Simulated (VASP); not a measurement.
# V (Fm-3m) in VASP: further runs

Runs on V. Level: PBE. Tasks: single point.

All numbers are computed with VASP 6.6.1; they aren't measurements. Logs are shortened: lines on timing, memory, paths and dates and some standing lists are left out, and cuts for length are marked.

## 1. The cell of the first run

It takes space group Fm-3m (No. 225, cubic). Conventional cell: a = 3.805 Å, b = 3.805 Å, c = 3.805 Å, α = 90.00°, β = 90.00°, γ = 90.00°. Within 3.5 Å of V (site symmetry m-3m) lie 12 V at 2.69 Å.

This isn't the form of V at room conditions, which is bcc.

## 2. Single point, PBE, collinear spin, ferromagnetic start

Input file INCAR:

```
SYSTEM = V
ALGO = Normal
EDIFF = 1E-6
ENCUT = 520
GGA = PE
ISIF = 2
ISMEAR = 0
ISPIN = 2
LASPH = .True.
LCHARG = .False.
LMAXMIX = 4
LORBIT = 11
LREAL = .False.
LWAVE = .False.
MAGMOM = 1
NBANDS = 16
NELM = 150
PREC = Accurate
SIGMA = 0.05
```

Input file KPOINTS:

```
k-points
0
Gamma
  8 8 8
  0 0 0
```

Input file POSCAR:

```
V
1.0
    0.0000000000      1.9024806012      1.9024806012
    1.9024806012      0.0000000000      1.9024806012
    1.9024806012      1.9024806012      0.0000000000
V
1
Direct
    0.0000000000      0.0000000000      0.0000000000
```

Potentials or basis: VASP PAW PBE potentials, release 64 (V_sv).

Run with:

```console
$ cat potpaw_PBE.64/V_sv/POTCAR > POTCAR
$ mpirun -np 1 vasp_std > vasp.out
```

OUTCAR:

```text
SYSTEM = V
   EDIFF = 1E-6
   ENCUT = 520
   GGA = PE
   ISIF = 2
   ISMEAR = 0
   ISPIN = 2
   LASPH = .True.
   LORBIT = 11
   LREAL = .False.
   NELM = 150
   PREC = Accurate

 ion  position               nearest neighbor table
   1  0.000  0.000  0.000-

  LATTYP: Found a face centered cubic cell.
 ALAT       =     3.8049612024

  Lattice vectors:

 A1 = (   0.0000000000,   1.9024806012,   1.9024806012)
 A2 = (   1.9024806012,   0.0000000000,   1.9024806012)
 A3 = (   1.9024806012,   1.9024806012,   0.0000000000)

Analysis of symmetry for initial positions (statically):
=====================================================================
 Subroutine PRICEL returns:
 Original cell was already a primitive cell.

 Routine SETGRP: Setting up the symmetry group for a
 face centered cubic supercell.

 Subroutine GETGRP returns: Found 48 space group operations
 (whereof 48 operations were pure point group operations)
 out of a pool of 48 trial point group operations.

The static configuration has the point symmetry O_h .

Analysis of symmetry for dynamics (positions and initial velocities):
=====================================================================
 Subroutine PRICEL returns:
 Original cell was already a primitive cell.

 Routine SETGRP: Setting up the symmetry group for a
 face centered cubic supercell.

 Subroutine GETGRP returns: Found 48 space group operations
 (whereof 48 operations were pure point group operations)
 out of a pool of 48 trial point group operations.

The dynamic configuration has the point symmetry O_h .

Analysis of structural, dynamic, and magnetic symmetry:
=====================================================================
 Subroutine PRICEL returns:
 Original cell was already a primitive cell.

 Routine SETGRP: Setting up the symmetry group for a
 face centered cubic supercell.

 Subroutine GETGRP returns: Found 48 space group operations
 (whereof 48 operations were pure point group operations)
 out of a pool of 48 trial point group operations.

The overall configuration has the point symmetry O_h .

 Subroutine INISYM returns: Found 48 space group operations
 (whereof 48 operations are pure point group operations),
 and found     1 'primitive' translations

----------------------------------------------------------------------------------------

                                     Primitive cell

  volume of cell :      13.7718

  direct lattice vectors                    reciprocal lattice vectors
     0.000000000  1.902480601  1.902480601    -0.262814769  0.262814769  0.262814769
     1.902480601  0.000000000  1.902480601     0.262814769 -0.262814769  0.262814769
     1.902480601  1.902480601  0.000000000     0.262814769  0.262814769 -0.262814769

  length of vectors
     2.690513868  2.690513868  2.690513868     0.455208533  0.455208533  0.455208533

  position of ions in fractional coordinates (direct lattice)
     0.000000000  0.000000000  0.000000000

  ion indices of the primitive-cell ions
   primitive index   ion index
                 1           1

----------------------------------------------------------------------------------------

 KPOINTS: k-points

Automatic generation of k-mesh.
 Grid dimensions read from file:
 generate k-points for:    8    8    8

 Generating k-lattice:

  Cartesian coordinates                     Fractional coordinates (reciprocal lattice)
    -0.032851846  0.032851846  0.032851846     0.125000000  0.000000000  0.000000000
     0.032851846 -0.032851846  0.032851846     0.000000000  0.125000000  0.000000000
     0.032851846  0.032851846 -0.032851846     0.000000000  0.000000000  0.125000000

  Length of vectors
     0.056901067  0.056901067  0.056901067

  Shift w.r.t. Gamma in fractional coordinates (k-lattice)
     0.000000000  0.000000000  0.000000000

 Subroutine IBZKPT returns following result:
 ===========================================

 Found     29 irreducible k-points:

 Following reciprocal coordinates:
            Coordinates               Weight
  0.000000  0.000000  0.000000      1.000000
  0.125000  0.000000  0.000000      8.000000
  0.250000  0.000000  0.000000      8.000000
  0.375000  0.000000  0.000000      8.000000
  0.500000  0.000000  0.000000      4.000000
  0.125000  0.125000  0.000000      6.000000
[... 16 lines left out ...]
  0.500000  0.250000  0.125000     48.000000
 -0.375000  0.250000  0.125000     24.000000
 [... further k-points ...]
   k-points           NKPTS =     29   k-points in BZ     NKDIM =     29   number of bands    NBANDS=     16
   number of dos      NEDOS =    301   number of ions     NIONS =      1
   total plane-waves  NPLWV =   8000
   dimension x,y,z NGX =    20 NGY =   20 NGZ =   20
   dimension x,y,z NGXF=    40 NGYF=   40 NGZF=   40
   ions per type =               1
   NGX,Y,Z   is equivalent  to a cutoff of  12.36, 12.36, 12.36 a.u.
   NGXF,Y,Z  is equivalent  to a cutoff of  24.72, 24.72, 24.72 a.u.
 SYSTEM =  V
   PREC   = accura    normal or accurate (medium, high low for compatibility)
   ISTART =      0    job   : 0-new  1-cont  2-samecut
   ICHARG =      2    charge: 1-file 2-atom 10-const
   ISPIN  =      2    spin polarized calculation?
   LNONCOLLINEAR =      F non collinear calculations
   LSORBIT =      F    spin-orbit coupling
   LASPH  =      T    aspherical Exc in radial PAW
   ENCUT  =  520.0 eV  38.22 Ry    6.18 a.u.   5.00  5.00  5.00*2*pi/ulx,y,z
   NELM   =    150;   NELMIN=  2; NELMDL= -5     # of ELM steps
   EDIFF  = 0.1E-05   stopping-criterion for ELM
   LREAL  =      F    real-space projection
   EDIFFG = 0.1E-04   stopping-criterion for IOM
   NSW    =      0    number of steps for IOM
   IBRION =     -1    ionic relax: 0-MD 1-quasi-New 2-CG
   NFREE  =      0    steps in history (QN), initial steepest desc. (CG)
   ISIF   =      2    stress and relaxation
   ISYM   =      2    0-nonsym 1-usesym 2-fastsym
   POTIM  = 0.5000    time-step for ionic-motion
   TEBEG  =    0.0;   TEEND  =   0.0 temperature during run
   PSTRESS=    0.0 pullay stress
   NELECT =      13.0000    total number of electrons
   NUPDOWN=      -1.0000    fix difference up-down
   EMIN   =  10.00;   EMAX   =-10.00  energy-range for DOS
   EFERMI =   0.00;   METHOD = LEGACY
   ISMEAR =     0;   SIGMA  =   0.05  broadening in eV -4-tet -1-fermi 0-gaus
   EFERMI_NEDOS =   21; number of points for ismear=-14 and -15
   IALGO  =     38    algorithm
   IMIX   =      4    mixing-type and parameters
     AMIX     =   0.40;   BMIX     =  1.00
     AMIX_MAG =   1.60;   BMIX_MAG =  1.00
  volume/ion in A,a.u.               =      13.77        92.94
  Fermi-wavevector in a.u.,A,eV,Ry     =   1.605927  3.034761 35.089432  2.579000
  Thomas-Fermi vector in A             =   2.702195
   LORBIT       =     11    0 simple, 1 ext, 2 COOP (PROOUT), +10 PAW based schemes
   GGA     = PE    functional components
   LHFCALC =     F    Hartree Fock is set to
   AEXX    =    0.0000 exact exchange contribution
   IVDW    =     0    specifies the selected vdW correction
   LEPSILON=     F    determine dielectric tensor
   LRPA    =     F    only Hartree local field effects (RPA)
 spin polarized calculation
 Gauss-broadening in eV      SIGMA  =   0.05
  energy-cutoff  :      520.00
  volume of cell :       13.77
 maximum number of plane-waves:       388
   NGX =  9   NGY =  9   NGZ =  9

 number of electron      13.0000004 magnetization       0.0805308

 Free energy of the ion-electron system (eV)
  ---------------------------------------------------
  ext. energy  EPLUGINS =         0.00000000
  ---------------------------------------------------
  free energy    TOTEN  =        -8.73756922 eV

  energy without entropy =       -8.73456809  energy(sigma->0) =       -8.73606866

 E-fermi :   9.7497     XC(G=0): -12.7896

 val. band max:        9.7482471905   @ k =   0.5000   0.0000   0.0000
 cond. band min:       9.7545632744   @ k =   0.3750   0.2500   0.1250
 fundamental gap:      0.0063160839
 Fermi energy:         9.7496822258

 spin component 1

 k-point     1 :       0.0000    0.0000    0.0000
  band No.  band energies     occupation
      1     -54.3705      1.00000
      2     -27.7125      1.00000
      3     -27.7125      1.00000
      4     -27.7125      1.00000
      5       2.8777      1.00000
      6       9.8708      0.00031
[... 8 lines left out ...]
     15      37.0973      0.00000
     16      38.0576      0.00000

 k-point     2 :       0.1250    0.0000    0.0000
  band No.  band energies     occupation
      1     -54.3461      1.00000
      2     -27.8385      1.00000
      3     -27.7282      1.00000
      4     -27.7282      1.00000
      5       3.4488      1.00000
      6       9.5856      1.00000
[... 8 lines left out ...]
     15      36.8184      0.00000
     16      37.8399      0.00000
[... 387 lines left out ...]
      5       7.1562      1.00000
      6       8.4498      1.00000
[... 8 lines left out ...]
     15      35.6328      0.00000
     16      40.2681      0.00000

 k-point    24 :      -0.3750    0.2500    0.1250
  band No.  band energies     occupation
      1     -54.1745      1.00000
      2     -28.4282      1.00000
      3     -28.0368      1.00000
      4     -27.8876      1.00000
      5       7.4678      1.00000
      6       8.3247      1.00000
[... 8 lines left out ...]
     15      36.0688      0.00000
     16      40.6062      0.00000

 [... further k-points ...]

 spin component 2

 k-point     1 :       0.0000    0.0000    0.0000
  band No.  band energies     occupation
      1     -54.3035      1.00000
      2     -27.6455      1.00000
      3     -27.6455      1.00000
      4     -27.6455      1.00000
      5       2.9175      1.00000
      6       9.9302      0.00000
[... 8 lines left out ...]
     15      37.1025      0.00000
     16      38.1078      0.00000

 k-point     2 :       0.1250    0.0000    0.0000
  band No.  band energies     occupation
      1     -54.2791      1.00000
      2     -27.7717      1.00000
      3     -27.6613      1.00000
      4     -27.6613      1.00000
      5       3.4886      1.00000
      6       9.6437      0.99864
[... 8 lines left out ...]
     15      36.8535      0.00000
     16      37.8886      0.00000
[... 387 lines left out ...]
      5       7.2037      1.00000
      6       8.5035      1.00000
[... 8 lines left out ...]
     15      35.6760      0.00000
     16      40.3123      0.00000

 k-point    24 :      -0.3750    0.2500    0.1250
  band No.  band energies     occupation
      1     -54.1074      1.00000
      2     -28.3619      1.00000
      3     -27.9701      1.00000
      4     -27.8207      1.00000
      5       7.5189      1.00000
      6       8.3813      1.00000
[... 8 lines left out ...]
     15      36.1134      0.00000
     16      40.6513      0.00000

 [... further k-points ...]

------------------------ aborting loop because EDIFF is reached ----------------------------------------

  FORCE on cell =-STRESS in cart. coord.  units (eV):
  Direction    XX          YY          ZZ          XY          YZ          ZX
  --------------------------------------------------------------------------------------
  -------------------------------------------------------------------------------------
  Total        0.1990155      0.1990155      0.1990155      0.0000000      0.0000000      0.0000000
  in kB       23.1529687     23.1529687     23.1529687      0.0000000      0.0000000      0.0000000
  external PRESSURE =      23.1529687 kB  Pullay stress =       0.0000000 kB

 VOLUME and BASIS-vectors are now :
 -----------------------------------------------------------------------------
  energy-cutoff  :      520.00
  volume of cell :       13.77
      direct lattice vectors                 reciprocal lattice vectors
     0.000000000  1.902480601  1.902480601    -0.262814769  0.262814769  0.262814769
     1.902480601  0.000000000  1.902480601     0.262814769 -0.262814769  0.262814769
     1.902480601  1.902480601  0.000000000     0.262814769  0.262814769 -0.262814769

 POSITION                                       TOTAL-FORCE (eV/Angst)
 -----------------------------------------------------------------------------------
      0.00000      0.00000      0.00000         0.000000     -0.000000     -0.000000
 -----------------------------------------------------------------------------------
    total drift:                                0.000000      0.000000      0.000000

  FREE ENERGIE OF THE ION-ELECTRON SYSTEM (eV)
  ---------------------------------------------------
  free  energy   TOTEN  =        -8.7375692225 eV

  energy  without entropy=       -8.7345680910  energy(sigma->0) =       -8.73606866

 total charge

# of ion       s       p       d       tot
------------------------------------------
    1        2.343   6.232   3.027  11.601

 magnetization (x)

# of ion       s       p       d       tot
------------------------------------------
    1        0.001   0.002   0.068   0.071
```

It took 20 s on 1 thread of Intel Xeon 8259CL, shared host; peak memory 0.13 GiB.

What came out:

- Free energy: -8.7376 eV
- Pressure: 2.3 GPa
- Net moment: 0.08 μB per cell
- Site moments: V +0.07 μB
- Valence electrons inside the program's atomic spheres: V 11.60

Caveat: a moment this small can come from the mesh or the smearing.

## 3. Single point, PBE, collinear spin (13.97 Å³/atom)

This run uses another cell than the first one, of 13.97 Å³/atom.

Input file INCAR:

```
PREC = Accurate ; ENCUT = 520
EDIFF = 1E-7 ; ISMEAR = 0
SIGMA = 0.05 ; LREAL = F
LASPH = T ; NELM = 150
ALGO = Normal ; ISIF = 2
LWAVE = F ; LCHARG = T
ISPIN = 2 ; MAGMOM = 0.08
LORBIT = 11 ; LMAXMIX = 4
GGA = PE ; LELF = T
LVHAR = T ; NBANDS = 16
```

Input file KPOINTS:

```
regular mesh
0
Gamma
  8 8 8
```

Input file POSCAR:

```
V
1.0
    0.0000000000      1.9114380590      1.9114380590
    1.9114380590      0.0000000000      1.9114380590
    1.9114380590      1.9114380590      0.0000000000
V
1
Direct
    0.0000000000      0.0000000000      0.0000000000
```

Potentials or basis: VASP PAW PBE potentials, release 64 (V_sv).

Run with:

```console
$ cat potpaw_PBE.64/V_sv/POTCAR > POTCAR
$ mpirun -np 1 vasp_std > vasp.out
```

Wall time 25 s (1 thread of Intel Xeon 8259CL, shared host); peak memory 0.13 GiB.

Results (log left out):

* Free energy: -8.7389 eV
* Pressure: -0.2 GPa
* Net moment: 0.08 μB per cell
* Site moments: V +0.07 μB
* Valence electrons inside the program's atomic spheres: V 11.58

Levels at points of the mesh, in eV from the Fermi level:
Spin up:
```csv
k point,band 2,band 3,band 4,band 5,band 6,band 7,band 8,band 9,band 10,band 11
"(0.00, 0.00, 0.00)",-37.50,-37.50,-37.50,-6.83,0.12,0.12,0.12,1.84,1.84,17.59
"(0.50, 0.00, 0.00)",-38.29,-37.60,-37.60,-3.33,0.00,0.00,0.76,2.99,2.99,8.87
"(0.50, 0.50, 0.00)",-38.24,-37.78,-37.78,-3.46,-2.62,2.97,3.29,3.29,3.34,11.58
```
Spin down:
| k point | band 3 | band 4 | band 5 | band 6 | band 7 | band 8 | band 9 | band 10 |
| --- | --- | --- | --- | --- | --- | --- | --- | --- |
| (0.00, 0.00, 0.00) | -37.43 | -37.43 | -6.80 | 0.18 | 0.18 | 0.18 | 1.91 | 1.91 |
| (0.50, 0.00, 0.00) | -37.53 | -37.53 | -3.29 | 0.07 | 0.07 | 0.79 | 3.06 | 3.06 |
| (0.50, 0.50, 0.00) | -37.71 | -37.71 | -3.41 | -2.57 | 3.05 | 3.35 | 3.35 | 3.37 |

Caveat: a moment this small can come from the mesh or the smearing.
